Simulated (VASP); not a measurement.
# AlAu (Pm-3m) in VASP: a series of runs, part 2 of 2

VASP 6.6.1.

## Step 3: Electric field gradients, LDA

This run uses another cell than the first one, of 10.05 Å³/atom, 0.600 times its volume.

Contents of INCAR:

```
PREC = Accurate
ENCUT = 400
EDIFF = 1E-8
ISMEAR = -1
SIGMA = 0.05
LREAL = F
LASPH = T
NELM = 120
ALGO = Normal
ISIF = 2
LWAVE = F
LCHARG = F
GGA = CA
LEFG = T
NBANDS = 14
GGA_COMPAT = F
```

Contents of KPOINTS:

```
Automatic mesh
0
Gamma
  11 11 11
```

Contents of POSCAR:

```
AlAu
1.0
    2.7191779938      0.0000000000      0.0000000000
    0.0000000000      2.7191779938      0.0000000000
    0.0000000000      0.0000000000      2.7191779938
Al Au
1 1
Direct
    0.0000000000      0.0000000000      0.0000000000
    0.5000000000      0.5000000000      0.5000000000
```

Potentials or basis: VASP PAW LDA potentials, release 64 (Al, Au).

Command:

```sh
> cat potpaw_LDA.64/Al/POTCAR potpaw_LDA.64/Au/POTCAR > POTCAR
> mpirun -np 1 vasp_std > vasp.out
```

OUTCAR:

```text
PREC = Accurate
   ENCUT = 400
   EDIFF = 1E-8
   ISMEAR = -1
   LREAL = F
   LASPH = T
   NELM = 120
   ISIF = 2
   GGA = CA

 ion  position               nearest neighbor table
   1  0.000  0.000  0.000-   2 2.35   2 2.35   2 2.35   2 2.35   2 2.35   2 2.35   2 2.35   2 2.35

   2  0.500  0.500  0.500-   1 2.35   1 2.35   1 2.35   1 2.35   1 2.35   1 2.35   1 2.35   1 2.35

  LATTYP: Found a simple cubic cell.
 ALAT       =     2.7191779938

  Lattice vectors:

 A1 = (   2.7191779938,   0.0000000000,   0.0000000000)
 A2 = (   0.0000000000,   2.7191779938,   0.0000000000)
 A3 = (   0.0000000000,   0.0000000000,   2.7191779938)

Analysis of symmetry for initial positions (statically):
=====================================================================
 Subroutine PRICEL returns:
 Original cell was already a primitive cell.

 Routine SETGRP: Setting up the symmetry group for a
 simple cubic supercell.

 Subroutine GETGRP returns: Found 48 space group operations
 (whereof 48 operations were pure point group operations)
 out of a pool of 48 trial point group operations.

The static configuration has the point symmetry O_h .

Analysis of symmetry for dynamics (positions and initial velocities):
=====================================================================
 Subroutine PRICEL returns:
 Original cell was already a primitive cell.

 Routine SETGRP: Setting up the symmetry group for a
 simple cubic supercell.

 Subroutine GETGRP returns: Found 48 space group operations
 (whereof 48 operations were pure point group operations)
 out of a pool of 48 trial point group operations.

The dynamic configuration has the point symmetry O_h .

 Subroutine INISYM returns: Found 48 space group operations
 (whereof 48 operations are pure point group operations),
 and found     1 'primitive' translations

----------------------------------------------------------------------------------------

                                     Primitive cell

  volume of cell :      20.1054

  direct lattice vectors                    reciprocal lattice vectors
     2.719177994  0.000000000  0.000000000     0.367758198  0.000000000  0.000000000
     0.000000000  2.719177994  0.000000000     0.000000000  0.367758198  0.000000000
     0.000000000  0.000000000  2.719177994     0.000000000  0.000000000  0.367758198

  length of vectors
     2.719177994  2.719177994  2.719177994     0.367758198  0.367758198  0.367758198

  position of ions in fractional coordinates (direct lattice)
     0.000000000  0.000000000  0.000000000
     0.500000000  0.500000000  0.500000000

  ion indices of the primitive-cell ions
   primitive index   ion index
                 1           1
                 2           2

----------------------------------------------------------------------------------------

 KPOINTS: Automatic mesh

Automatic generation of k-mesh.
 Grid dimensions read from file:
 generate k-points for:   11   11   11

 Generating k-lattice:

  Cartesian coordinates                     Fractional coordinates (reciprocal lattice)
[... 82 lines left out ...]
  Fermi-wavevector in a.u.,A,eV,Ry     =   1.451042  2.742071 28.647363  2.105522
  Thomas-Fermi vector in A             =   2.568584
   LORBIT       =      0    0 simple, 1 ext, 2 COOP (PROOUT), +10 PAW based schemes
   GGA     = CA    functional components
   LHFCALC =     F    Hartree Fock is set to
   AEXX    =    0.0000 exact exchange contribution
   IVDW    =     0    specifies the selected vdW correction
   LEPSILON=     F    determine dielectric tensor
   LRPA    =     F    only Hartree local field effects (RPA)
 non-spin polarized calculation
  energy-cutoff  :      400.00
  volume of cell :       20.11
 maximum number of plane-waves:       380
 NGX is ok and might be reduce to    18
   NGX =  9   NGY =  9   NGZ =  9

 number of electron      13.9999998 magnetization

 Free energy of the ion-electron system (eV)
  ---------------------------------------------------
  ext. energy  EPLUGINS =         0.00000000
  ---------------------------------------------------
  free energy    TOTEN  =        -4.89726291 eV

  energy without entropy =       -4.89444765  energy(sigma->0) =       -4.89585528

 E-fermi :  19.3918     XC(G=0): -14.3586

 val. band max:       19.3341245332   @ k =   0.4545   0.4545   0.3636
 cond. band min:      19.5118260601   @ k =   0.4545   0.3636   0.0000
 fundamental gap:      0.1777015268
 Fermi energy:        19.3918131078

 k-point     1 :       0.0000    0.0000    0.0000
  band No.  band energies     occupation
      1       1.7170      2.00000
      2       7.2100      2.00000
      3       7.2100      2.00000
      4      11.8917      2.00000
      5      11.8917      2.00000
      6      11.8917      2.00000
      7      21.9385      0.00000
      8      21.9385      0.00000
      9      21.9385      0.00000
     10      27.4427      0.00000
     11      27.4427      0.00000
     12      32.7543      0.00000
     13      36.4518      0.00000
     14      36.4518      0.00000
[... 377 lines left out ...]
      1       3.7863      2.00000
      2       7.8904      2.00000
      3       8.2209      2.00000
      4      10.3597      2.00000
      5      10.5027      2.00000
      6      11.6543      2.00000
      7      17.6342      2.00000
      8      23.0557      0.00000
      9      23.4849      0.00000
     10      25.8615      0.00000
     11      30.8536      0.00000
     12      32.6268      0.00000
     13      34.3101      0.00000
     14      35.5864      0.00000

 [... further k-points ...]

------------------------ aborting loop because EDIFF is reached ----------------------------------------

  FORCE on cell =-STRESS in cart. coord.  units (eV):
  Direction    XX          YY          ZZ          XY          YZ          ZX
  --------------------------------------------------------------------------------------
  -------------------------------------------------------------------------------------
  Total       23.8344094     23.8344094     23.8344094     -0.0000000      0.0000000     -0.0000000
  in kB     1899.3371682   1899.3371682   1899.3371682     -0.0000000      0.0000000     -0.0000000
  external PRESSURE =    1899.3371682 kB  Pullay stress =       0.0000000 kB

 VOLUME and BASIS-vectors are now :
 -----------------------------------------------------------------------------
  energy-cutoff  :      400.00
  volume of cell :       20.11
      direct lattice vectors                 reciprocal lattice vectors
     2.719177994  0.000000000  0.000000000     0.367758198  0.000000000  0.000000000
     0.000000000  2.719177994  0.000000000     0.000000000  0.367758198  0.000000000
     0.000000000  0.000000000  2.719177994     0.000000000  0.000000000  0.367758198

 POSITION                                       TOTAL-FORCE (eV/Angst)
 -----------------------------------------------------------------------------------
      0.00000      0.00000      0.00000         0.000000      0.000000      0.000000
      1.35959      1.35959      1.35959         0.000000      0.000000      0.000000
 -----------------------------------------------------------------------------------
    total drift:                                0.000000     -0.000000      0.000000

  FREE ENERGIE OF THE ION-ELECTRON SYSTEM (eV)
  ---------------------------------------------------
  free  energy   TOTEN  =        -4.8972629060 eV

  energy  without entropy=       -4.8944476450  energy(sigma->0) =       -4.89585528

 Electric field gradients (V/A^2)
---------------------------------------------------------------------
 ion       V_xx      V_yy      V_zz      V_xy      V_xz      V_yz
---------------------------------------------------------------------
   1       0.000     0.000     0.000    -0.000     0.000     0.000
   2      -0.000    -0.000     0.000    -0.000    -0.000    -0.000
---------------------------------------------------------------------

 Electric field gradients after diagonalization (V/A^2)
 (convention: |V_zz| > |V_xx| > |V_yy|)
----------------------------------------------------------------------
 ion       V_xx      V_yy      V_zz     asymmetry (V_yy - V_xx)/ V_zz
----------------------------------------------------------------------
   1       0.000     0.000     0.000      -0.267
   2      -0.000     0.000    -0.000      -0.573
----------------------------------------------------------------------

           NMR quadrupolar parameters

 Cq : quadrupolar parameter    Cq=e*Q*V_zz/h
 eta: asymmetry parameters     (V_yy - V_xx)/ V_zz
 Q  : nuclear electric quadrupole moment in mb (millibarn)
----------------------------------------------------------------------
 ion       Cq(MHz)       eta       Q (mb)
----------------------------------------------------------------------
   1       0.000      -0.267       1.000
   2      -0.000      -0.573       1.000
----------------------------------------------------------------------
```

stdout:

```text
POSCAR found type information on POSCAR AlAu
 POSCAR found :  2 types and       2 ions
 scaLAPACK will be used
 LDA part: xc-table for (Slater(with rela. corr.)+CA(PZ))
 , standard interpolation
 POSCAR, INCAR and KPOINTS ok, starting setup
 FFT: planning ... GRIDC
 FFT: planning ... GRID_SOFT
 FFT: planning ... GRID
 WAVECAR not read
 entering main loop
ion   1

ion   2
```

Wall time 18 s (1 thread of Intel Xeon 8259CL, shared host); peak memory 0.12 GiB.

What came out:

* Free energy: -4.8973 eV
* Pressure: 189.9 GPa
* Band gap on the k mesh: zero (band 7 reaches 21.94 eV, above the bottom of band 8 at 18.52 eV)

Caveat: without QUAD_EFG the Cq values of the log hold for a quadrupole moment of 1 mb, not for the nuclei; spin-orbit coupling is left out, which moves the levels of the heavy elements.
